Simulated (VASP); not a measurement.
# Be (R-3m) in VASP: relaxation of cell and atoms with PBE

Aim: the relaxation of cell and atoms of Be with PBE.

Everything below comes from runs of VASP 6.6.1. Logs are shortened: lines on timing, memory, paths and dates and some standing lists are left out, and cuts for length are marked.

## Step 1: The cell of the first run

The structure is trigonal, space group R-3m (No. 166). The conventional cell has a = 2.744 Å, b = 2.744 Å, c = 7.633 Å, α = 90.00°, β = 90.00°, γ = 120.00°. Be (site symmetry 3m) has 6 Be at 1.84 to 2.26 Å within 2.4 Å.

## Step 2: Relaxation of cell and atoms, PBE

The input, INCAR:

```
PREC = Accurate
ENCUT = 600
EDIFF = 1E-6
ISMEAR = 0
SIGMA = 0.1
LREAL = F
LASPH = T
NELM = 80
ALGO = Fast
ISIF = 3
LWAVE = F
LCHARG = F
GGA = PE
IBRION = 2
NSW = 90
EDIFFG = -0.04
```

The input, KPOINTS:

```
regular mesh
0
Gamma
  9 9 9
```

The input, POSCAR:

```
Be
1.0
    1.3721154933      0.7921912494      2.5444236752
   -1.3721154933      0.7921912494      2.5444236752
    0.0000000000     -1.5843824988      2.5444236752
Be
2
Direct
    0.2275400000      0.2275400000      0.2275400000
    0.7724600000      0.7724600000      0.7724600000
```

Potentials or basis: VASP PAW PBE potentials, release 64 (Be).

Started as:

```
$ cat potpaw_PBE.64/Be/POTCAR > POTCAR
$ mpirun -np 1 vasp_std > vasp.out
```

OUTCAR:

```text
PREC = Accurate
   ENCUT = 600
   EDIFF = 1E-6
   ISMEAR = 0
   LREAL = F
   LASPH = T
   NELM = 80
   ISIF = 3
   GGA = PE
   IBRION = 2
   NSW = 90
   EDIFFG = -0.04

 ion  position               nearest neighbor table
   1  0.228  0.228  0.228-   2 1.84   2 1.84   2 1.84   2 2.26   2 2.26   2 2.26
   2  0.772  0.772  0.772-   1 1.84   1 1.84   1 1.84   1 2.26   1 2.26   1 2.26

  LATTYP: Found a trigonal (rhomboedric) cell.
 ALAT       =     2.9973921568
 COS(alpha) =     0.5808936906

  Lattice vectors:

 A1 = (   1.3721154933,   0.7921912494,   2.5444236752)
 A2 = (  -1.3721154933,   0.7921912494,   2.5444236752)
 A3 = (   0.0000000000,  -1.5843824988,   2.5444236752)

Analysis of symmetry for initial positions (statically):
=====================================================================
 Subroutine PRICEL returns:
 Original cell was already a primitive cell.

 Routine SETGRP: Setting up the symmetry group for a
 trigonal (rhombohedral) supercell.

 Subroutine GETGRP returns: Found 12 space group operations
 (whereof 12 operations were pure point group operations)
 out of a pool of 12 trial point group operations.

The static configuration has the point symmetry D_3d.

Analysis of symmetry for dynamics (positions and initial velocities):
=====================================================================
 Subroutine PRICEL returns:
 Original cell was already a primitive cell.

 Routine SETGRP: Setting up the symmetry group for a
 trigonal (rhombohedral) supercell.

 Subroutine GETGRP returns: Found 12 space group operations
 (whereof 12 operations were pure point group operations)
 out of a pool of 12 trial point group operations.

The dynamic configuration has the point symmetry D_3d.

 Subroutine INISYM returns: Found 12 space group operations
 (whereof 12 operations are pure point group operations),
 and found     1 'primitive' translations

----------------------------------------------------------------------------------------

                                     Primitive cell

  volume of cell :      16.5944

  direct lattice vectors                    reciprocal lattice vectors
     1.372115493  0.792191249  2.544423675     0.364400812  0.210386907  0.131005436
    -1.372115493  0.792191249  2.544423675    -0.364400812  0.210386907  0.131005436
     0.000000000 -1.584382499  2.544423675     0.000000000 -0.420773814  0.131005436

  length of vectors
     2.997392157  2.997392157  2.997392157     0.440696071  0.440696071  0.440696071

  position of ions in fractional coordinates (direct lattice)
     0.227540000  0.227540000  0.227540000
     0.772460000  0.772460000  0.772460000

  ion indices of the primitive-cell ions
   primitive index   ion index
                 1           1
                 2           2

----------------------------------------------------------------------------------------

 KPOINTS: regular mesh

Automatic generation of k-mesh.
 Grid dimensions read from file:
 generate k-points for:    9    9    9

 Generating k-lattice:

  Cartesian coordinates                     Fractional coordinates (reciprocal lattice)
     0.040488979  0.023376323  0.014556160     0.111111111  0.000000000 -0.000000000
    -0.040488979  0.023376323  0.014556160     0.000000000  0.111111111 -0.000000000
     0.000000000 -0.046752646  0.014556160    -0.000000000 -0.000000000  0.111111111

  Length of vectors
     0.048966230  0.048966230  0.048966230

  Shift w.r.t. Gamma in fractional coordinates (k-lattice)
     0.000000000  0.000000000  0.000000000

 Subroutine IBZKPT returns following result:
 ===========================================

 Found     85 irreducible k-points:

 Following reciprocal coordinates:
            Coordinates               Weight
  0.000000  0.000000  0.000000      1.000000
  0.111111 -0.000000  0.000000      6.000000
  0.222222 -0.000000  0.000000      6.000000
  0.333333 -0.000000  0.000000      6.000000
  0.444444 -0.000000  0.000000      6.000000
  0.111111  0.111111  0.000000      6.000000
[... 16 lines left out ...]
 -0.333333  0.333333  0.000000      6.000000
  0.444444  0.444444  0.000000      6.000000
 [... further k-points ...]
   k-points           NKPTS =     85   k-points in BZ     NKDIM =     85   number of bands    NBANDS=      6
   number of dos      NEDOS =    301   number of ions     NIONS =      2
   total plane-waves  NPLWV =  13824
   dimension x,y,z NGX =    24 NGY =   24 NGZ =   24
   dimension x,y,z NGXF=    48 NGYF=   48 NGZF=   48
   ions per type =               2
   NGX,Y,Z   is equivalent  to a cutoff of  13.31, 13.31, 13.31 a.u.
   NGXF,Y,Z  is equivalent  to a cutoff of  26.62, 26.62, 26.62 a.u.
 SYSTEM =  unknown system
   PREC   = accura    normal or accurate (medium, high low for compatibility)
   ISTART =      0    job   : 0-new  1-cont  2-samecut
   ICHARG =      2    charge: 1-file 2-atom 10-const
   ISPIN  =      1    spin polarized calculation?
   LNONCOLLINEAR =      F non collinear calculations
   LSORBIT =      F    spin-orbit coupling
   LASPH  =      T    aspherical Exc in radial PAW
   ENCUT  =  600.0 eV  44.10 Ry    6.64 a.u.   5.99  5.99  5.99*2*pi/ulx,y,z
   NELM   =     80;   NELMIN=  2; NELMDL= -5     # of ELM steps
   EDIFF  = 0.1E-05   stopping-criterion for ELM
   LREAL  =      F    real-space projection
   EDIFFG = -.4E-01   stopping-criterion for IOM
   NSW    =     90    number of steps for IOM
   IBRION =      2    ionic relax: 0-MD 1-quasi-New 2-CG
   NFREE  =      1    steps in history (QN), initial steepest desc. (CG)
   ISIF   =      3    stress and relaxation
   ISYM   =      2    0-nonsym 1-usesym 2-fastsym
   POTIM  = 0.5000    time-step for ionic-motion
   TEBEG  =    0.0;   TEEND  =   0.0 temperature during run
   PSTRESS=    0.0 pullay stress
   NELECT =       4.0000    total number of electrons
   NUPDOWN=      -1.0000    fix difference up-down
   EMIN   =  10.00;   EMAX   =-10.00  energy-range for DOS
   EFERMI =   0.00;   METHOD = LEGACY
   ISMEAR =     0;   SIGMA  =   0.10  broadening in eV -4-tet -1-fermi 0-gaus
   EFERMI_NEDOS =   21; number of points for ismear=-14 and -15
   IALGO  =     68    algorithm
   IMIX   =      4    mixing-type and parameters
     AMIX     =   0.40;   BMIX     =  1.00
     AMIX_MAG =   1.60;   BMIX_MAG =  1.00
  volume/ion in A,a.u.               =       8.30        55.99
  Fermi-wavevector in a.u.,A,eV,Ry     =   1.018844  1.925336 14.123434  1.038043
  Thomas-Fermi vector in A             =   2.152324
   LORBIT       =      0    0 simple, 1 ext, 2 COOP (PROOUT), +10 PAW based schemes
   GGA     = PE    functional components
   LHFCALC =     F    Hartree Fock is set to
   AEXX    =    0.0000 exact exchange contribution
   IVDW    =     0    specifies the selected vdW correction
   LEPSILON=     F    determine dielectric tensor
   LRPA    =     F    only Hartree local field effects (RPA)
 conjugate gradient relaxation of ions
 non-spin polarized calculation
 RMM-DIIS sequential band-by-band and
 Gauss-broadening in eV      SIGMA  =   0.10
  energy-cutoff  :      600.00
  volume of cell :       16.59
 maximum number of plane-waves:       575
   NGX = 11   NGY = 11   NGZ = 11

--------------------------------------- Ionic step        1  -------------------------------------------

 number of electron       4.0000000 magnetization

 Free energy of the ion-electron system (eV)
  ---------------------------------------------------
  ext. energy  EPLUGINS =         0.00000000
  ---------------------------------------------------
  free energy    TOTEN  =        -4.76076406 eV

  energy without entropy =       -4.75632658  energy(sigma->0) =       -4.75854532

------------------------ aborting loop because EDIFF is reached ----------------------------------------

  FORCE on cell =-STRESS in cart. coord.  units (eV):
  Direction    XX          YY          ZZ          XY          YZ          ZX
  --------------------------------------------------------------------------------------
  -------------------------------------------------------------------------------------
  Total        2.8226744      2.8226744      4.0238173      0.0000000      0.0000000      0.0000000
  in kB      272.5272815    272.5272815    388.4968001      0.0000000      0.0000000      0.0000000
  external PRESSURE =     311.1837877 kB  Pullay stress =       0.0000000 kB
[... 89 lines left out ...]
  FREE ENERGIE OF THE ION-ELECTRON SYSTEM (eV)
  ---------------------------------------------------
  free  energy   TOTEN  =        -5.6850856494 eV

  energy  without entropy=       -5.6801129073  energy(sigma->0) =       -5.68259928

 E-fermi :   4.8485     XC(G=0):  -9.8304

 val. band max:        4.8290347461   @ k =  -0.4444   0.3333   0.0000
 cond. band min:       4.9640007784   @ k =   0.0000   0.0000   0.0000
 fundamental gap:      0.1349660323
 Fermi energy:         4.8484578042

 k-point     1 :       0.0000    0.0000    0.0000
  band No.  band energies     occupation
      1      -4.8540      2.00000
      2       4.9640      0.10225
      3      11.1857      0.00000
      4      13.9150      0.00000
      5      13.9150      0.00000
      6      19.0550      0.00000

 k-point     2 :       0.1111   -0.0000    0.0000
  band No.  band energies     occupation
      1      -4.5776      2.00000
      2       5.1247      0.00009
      3      10.7113      0.00000
      4      13.4698      0.00000
      5      13.5100      0.00000
      6      18.0446      0.00000
[... 190 lines left out ...]
 k-point    24 :       0.4444    0.4444    0.0000
  band No.  band energies     occupation
      1      -0.0176      2.00000
      2       3.7982      2.00000
      3       4.3814      2.00000
      4       9.0842      0.00000
      5       9.5457      0.00000
      6      15.5550      0.00000

 [... further k-points ...]

[... ionic steps 4 to 14 ...]

--------------------------------------- Ionic step       15  -------------------------------------------

 number of electron       4.0000000 magnetization

------------------------ aborting loop because EDIFF is reached ----------------------------------------

  FORCE on cell =-STRESS in cart. coord.  units (eV):
  Direction    XX          YY          ZZ          XY          YZ          ZX
  --------------------------------------------------------------------------------------
  -------------------------------------------------------------------------------------
  Total        0.0036132      0.0036132      0.1094210      0.0000000      0.0000000      0.0000000
  in kB        0.3678827      0.3678827     11.1408316      0.0000000      0.0000000      0.0000000
  external PRESSURE =       3.9588657 kB  Pullay stress =       0.0000000 kB
[... 57 lines left out ...]
  energy  without entropy=       -7.3806509707  energy(sigma->0) =       -7.38121520

--------------------------------------- Ionic step       17  -------------------------------------------

 number of electron       4.0000000 magnetization

 Free energy of the ion-electron system (eV)
  ---------------------------------------------------
  ext. energy  EPLUGINS =         0.00000000
  ---------------------------------------------------
  free energy    TOTEN  =        -7.38278443 eV

  energy without entropy =       -7.38161157  energy(sigma->0) =       -7.38219800

 E-fermi :   7.6353     XC(G=0): -10.6175

 val. band max:        7.6090951106   @ k =  -0.4444   0.4444   0.0000
 cond. band min:       7.6489764768   @ k =   0.0000   0.0000   0.0000
 fundamental gap:      0.0398813662
 Fermi energy:         7.6352732831

 k-point     1 :       0.0000    0.0000    0.0000
  band No.  band energies     occupation
      1      -4.3240      2.00000
      2       2.3097      2.00000
      3       7.6490      0.84634
      4      23.9016      0.00000
      5      23.9016      0.00000
      6      27.0935      0.00000

 k-point     2 :       0.1111   -0.0000    0.0000
  band No.  band energies     occupation
      1      -3.9499      2.00000
      2       2.7078      2.00000
      3       7.8712      0.00085
      4      21.8412      0.00000
      5      22.8745      0.00000
      6      24.6734      0.00000
[... 190 lines left out ...]
 k-point    24 :       0.4444    0.4444    0.0000
  band No.  band energies     occupation
      1       1.6666      2.00000
      2       4.7182      2.00000
      3       8.3217      0.00000
      4      11.6486      0.00000
      5      16.4516      0.00000
      6      17.0848      0.00000

 [... further k-points ...]
[... 5 lines left out ...]
  --------------------------------------------------------------------------------------
  -------------------------------------------------------------------------------------
  Total       -0.0083709     -0.0083709      0.0290488      0.0000000     -0.0000000      0.0000000
  in kB       -0.8500697     -0.8500697      2.9499304      0.0000000     -0.0000000      0.0000000
  external PRESSURE =       0.4165970 kB  Pullay stress =       0.0000000 kB
[... 17 lines left out ...]
  FREE ENERGIE OF THE ION-ELECTRON SYSTEM (eV)
  ---------------------------------------------------
  free  energy   TOTEN  =        -7.3827844324 eV

  energy  without entropy=       -7.3816115691  energy(sigma->0) =       -7.38219800

 reached required accuracy - stopping structural energy minimisation
```

Wall time 90 s (1 thread of Intel Xeon Platinum 8259CL at 2.50GHz (Skylake/Cascade Lake), shared host); peak memory 0.14 GiB.

Results:

- Free energy: -7.3828 eV
- Relaxed volume: 7.89 Å³/atom
- Relaxed cell: a = 3.857 Å, b = 3.857 Å, c = 3.857 Å, α = 33.74°, β = 33.74°, γ = 33.74°
- Space group after relaxing (to 0.05 Å): Fm-3m (No. 225)
- Energy gained by relaxing: 1311.0 meV/atom
- Ionic steps: 17
- Pressure after relaxing: 0.0 GPa
- Largest force after relaxing: 0.003 eV/Å
- Band gap on the k mesh: zero (band 2 reaches 7.76 eV, above the bottom of band 3 at 7.61 eV)

Forces on the atoms (eV/Å):
```
Be   0.000  0.000 -0.003
Be   0.000  0.000  0.003
```

Step by step:
| step | energy change (eV) | largest force (eV/Å) | pressure (GPa) | volume (Å³) |
| --- | --- | --- | --- | --- |
| 1 | 0.0000 | 3.8087 | 31.12 | 16.59 |
| 2 | -0.9203 | 0.1961 | -2.84 | 20.77 |
| 3 | -0.9243 | 0.0233 | -1.83 | 20.48 |
| 4 | -1.0700 | 0.1752 | -3.48 | 20.39 |
| 5 | -1.4120 | 0.4769 | -6.92 | 20.09 |
| 6 | -2.2052 | 0.9906 | -12.16 | 18.98 |
| 7 | -1.7566 | 0.8158 | 32.83 | 15.20 |
| 8 | -2.4092 | 1.0176 | -7.65 | 17.73 |
| 9 | -2.4047 | 1.0333 | -9.51 | 18.00 |
| 10 | -2.4758 | 0.6833 | -2.71 | 16.79 |
| 11 | -2.4765 | 0.7137 | -3.65 | 16.91 |
| 12 | -2.5464 | 0.5814 | -3.65 | 16.53 |
| 13 | -2.6006 | 0.2968 | 3.66 | 15.38 |
| 14 | -2.6176 | 0.2265 | -0.51 | 15.86 |
| 15 | -2.6209 | 0.1179 | 0.40 | 15.74 |
| 16 | -2.6210 | 0.0832 | 0.67 | 15.70 |
| 17 | -2.6220 | 0.0033 | 0.04 | 15.78 |

Final structure:
```cif
data_structure
_symmetry_space_group_name_H-M 'P 1'
_symmetry_Int_Tables_number 1
_cell_length_a 3.8571
_cell_length_b 3.8571
_cell_length_c 3.8571
_cell_angle_alpha 33.744
_cell_angle_beta 33.744
_cell_angle_gamma 33.744
_cell_volume 15.78
loop_
_atom_site_label
_atom_site_type_symbol
_atom_site_fract_x
_atom_site_fract_y
_atom_site_fract_z
_atom_site_occupancy
Be1 Be 0.25003 0.25003 0.25003 1
Be2 Be 0.74997 0.74997 0.74997 1
```

Levels at points of the mesh, in eV from the Fermi level:
```tsv
k point	band 1	band 2	band 3	band 4	band 5	band 6
(0.00, 0.00, 0.00)	-11.96	-5.33	0.01	16.27	16.27	19.46
```
